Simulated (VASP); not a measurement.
Write the native input for VASP 6.6.1 that does the following.

```yaml
Task: single point
Functional: r2SCAN
Potentials_or_basis: VASP PAW PBE potentials, release 64 (Mo_sv)
Cutoff: 520 eV
k_mesh: 15 × 15 × 7
Occupations: fermi-dirac, width 0.1 eV
Spin: no spin polarisation
Dipole_correction: no
Further_INCAR_settings: ALGO = Normal; EDIFF = 1e-06; NBANDS = 21
```

Crystal: Mo.

```
Mo
1.0
     2.84386    0.00000    0.00000
    -1.42193    2.46286    0.00000
     0.00000    0.00000    5.10849
Mo
2
Direct
  0.33333 0.66667 0.25000
  0.66667 0.33333 0.75000
```

This isn't the form of Mo at room conditions, which is bcc.

These files were run (other wordings do the same):

POSCAR

```
Mo
1.0
    2.8438635776      0.0000000000      0.0000000000
   -1.4219317888      2.4628581031      0.0000000000
    0.0000000000      0.0000000000      5.1084860704
Mo
2
Direct
    0.3333333333      0.6666666667      0.2500000000
    0.6666666667      0.3333333333      0.7500000000
```

INCAR.step1

```
SYSTEM = Mo
PREC     = Accurate       ! precision mode
ENCUT    = 520            ! plane-wave cutoff, eV
ISMEAR   = -1             ! smearing method
SIGMA    = 0.1            ! smearing width, eV
LREAL    = .False.        ! projectors in reciprocal space
LASPH    = .True.         ! aspherical terms in the spheres
NELM     = 80             ! most SCF steps
NBANDS   = 21             ! bands
GGA      = PE             ! functional
ALGO     = Normal         ! electronic algorithm
EDIFF    = 1E-4           ! SCF threshold, eV
LWAVE    = .True.         ! write WAVECAR
LCHARG   = .False.        ! write CHGCAR
```

INCAR.step2

```
SYSTEM = Mo
PREC     = Accurate       ! precision mode
ENCUT    = 520            ! plane-wave cutoff, eV
EDIFF    = 1E-6           ! SCF threshold, eV
ISMEAR   = -1             ! smearing method
SIGMA    = 0.1            ! smearing width, eV
LREAL    = .False.        ! projectors in reciprocal space
LASPH    = .True.         ! aspherical terms in the spheres
NELM     = 80             ! most SCF steps
ALGO     = Normal         ! electronic algorithm
ISIF     = 2              ! what is computed and relaxed
LWAVE    = .False.        ! write WAVECAR
LCHARG   = .False.        ! write CHGCAR
METAGGA  = R2SCAN         ! meta-GGA
LMIXTAU  = .True.       
NBANDS   = 21             ! bands
ISTART   = 1
```

KPOINTS

```
Automatic mesh
0
Gamma
  15 15 7
  0 0 0
```

Potentials or basis: VASP PAW PBE potentials, release 64 (Mo_sv).

Launch:

```console
$ cat potpaw_PBE.64/Mo_sv/POTCAR > POTCAR
$ cp INCAR.step1 INCAR
$ mpirun -np 1 vasp_std > vasp.out
$ cp INCAR.step2 INCAR
$ mpirun -np 1 vasp_std > vasp.out
```

It gave:

```yaml
Pressure: -21.8 GPa
Band_gap_on_the_k_mesh: zero (bands 14 and 15 overlap by 1.52 eV)
```

Caveat: the cell stands under tension; the PAW data sets were made with another functional, which shifts forces and pressure a little.

Wall time 100 s on 1 thread of Intel(R) Xeon(R) 6975P-C (Granite Rapids), with other jobs on the host, peak memory 0.2 GiB.
